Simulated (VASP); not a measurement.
A run of VASP 6.6.1:

The input POSCAR:

```
Te2Mo
1.0
   -3.5635452172      0.0000000000      0.0000000000
   -1.7817726086     -3.0861206856      0.0000000000
    0.0000000000      0.0000000000     17.7262210532
Te Mo
4 2
Direct
    0.3333333333      0.3333333333      0.5221188217
    0.6666666667      0.6666666667      0.1067392265
    0.3333333333      0.3333333333      0.7240199641
    0.6666666667      0.6666666667      0.3086403688
    0.3333333333      0.3333333333      0.2076897976
    0.6666666667      0.6666666667      0.6230693929
```

File INCAR.step1:

```
PREC     = Accurate       # precision mode
ENCUT    = 520            # plane-wave cutoff, eV
ISMEAR   = 0              # smearing method
SIGMA    = 0.05           # smearing width, eV
LREAL    = F              # projectors in reciprocal space
LASPH    = T              # aspherical terms in the spheres
NELM     = 100            # most SCF steps
NBANDS   = 35             # bands
GGA      = PE             # functional
ALGO     = Normal         # electronic algorithm
EDIFF    = 1E-4           # SCF threshold, eV
LWAVE    = T              # write WAVECAR
LCHARG   = F              # write CHGCAR
```

INCAR.step2

```
PREC     = Accurate       # precision mode
ENCUT    = 520            # plane-wave cutoff, eV
EDIFF    = 1E-7           # SCF threshold, eV
ISMEAR   = 0              # smearing method
SIGMA    = 0.05           # smearing width, eV
LREAL    = F              # projectors in reciprocal space
LASPH    = T              # aspherical terms in the spheres
NELM     = 100            # most SCF steps
ALGO     = Normal         # electronic algorithm
ISIF     = 2              # what is computed and relaxed
LWAVE    = F              # write WAVECAR
LCHARG   = F              # write CHGCAR
METAGGA  = R2SCAN         # meta-GGA
LMIXTAU  = T            
NBANDS   = 35             # bands
ISTART   = 1
```

File KPOINTS:

```
Automatic mesh
0
Gamma
  9 9 2
```

Potentials or basis: VASP PAW PBE potentials, release 64 (Te, Mo_sv).

Run with:

```bash
$ cat potpaw_PBE.64/Te/POTCAR potpaw_PBE.64/Mo_sv/POTCAR > POTCAR
$ cp INCAR.step1 INCAR
$ mpirun -np 1 vasp_std > vasp.out
$ cp INCAR.step2 INCAR
$ mpirun -np 1 vasp_std > vasp.out
```

Hardware: 1 thread of Intel(R) Xeon(R) 6975P-C (Granite Rapids) (shared host).

Question: How long does it take, and how much memory?

Answer: Wall time 7.4 min on 1 thread of Intel(R) Xeon(R) 6975P-C (Granite Rapids), on a shared host, peak memory 0.44 GiB. Counts: k points 24.
